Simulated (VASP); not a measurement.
Write the native input for VASP 6.6.1 that does the following.

* Task: single point
* Functional: PBE
* Potentials or basis: VASP PAW PBE potentials, release 64 (Fe)
* Cutoff: 520 eV
* k mesh: 13 × 13 × 13
* Occupations: fermi-dirac, width 0.05 eV
* Spin: collinear spin, ferromagnetic start
* Starting moments: [3.0] μB
* Dipole correction: no
* Further INCAR settings: ALGO = Normal; EDIFF = 1e-06; NBANDS = 14

The structure of Fe lies in POSCAR:

```
Fe
1.0
    0.0000000000      1.9545992686      1.9781194830
    1.5083634409      0.0000000000      1.9781194830
    1.5083634409      1.9545992686      0.0000000000
Fe
1
Direct
    0.0000000000      0.0000000000      0.0000000000
```

This cell differs from its parent crystal: volume scaled by 1.02.

These files were run (other wordings do the same):

INCAR

```
PREC     = Accurate       # precision mode
ENCUT    = 520            # plane-wave cutoff, eV
EDIFF    = 1E-6           # SCF threshold, eV
ISMEAR   = -1             # smearing method
SIGMA    = 0.05           # smearing width, eV
LREAL    = F              # projectors in reciprocal space
LASPH    = T              # aspherical terms in the spheres
NELM     = 150            # most SCF steps
ALGO     = Normal         # electronic algorithm
ISIF     = 2              # what is computed and relaxed
LWAVE    = F              # write WAVECAR
LCHARG   = F              # write CHGCAR
ISPIN    = 2              # spin polarisation
MAGMOM   = 3              # initial moments
LORBIT   = 11             # projections on sites
LMAXMIX  = 4              # l up to which the mixer works
GGA      = PE             # functional
NBANDS   = 14             # bands
```

KPOINTS

```
regular mesh
0
Gamma
  13 13 13
```

Potentials or basis: VASP PAW PBE potentials, release 64 (Fe).

Launch:

```console
$ cat potpaw_PBE.64/Fe/POTCAR > POTCAR
$ mpirun -np 1 vasp_std > vasp.out
```

It gave:

```yaml
Pressure: -4.0 GPa
Net_moment: 2.25 μB per cell
Site_moments: Fe +2.25 μB
Valence_electrons_inside_the_program's_atomic_spheres: Fe 7.22
```

It took 39 s on 1 thread of Intel(R) Xeon(R) 6975P-C (Granite Rapids), with other jobs on the host, peak memory 0.2 GiB.
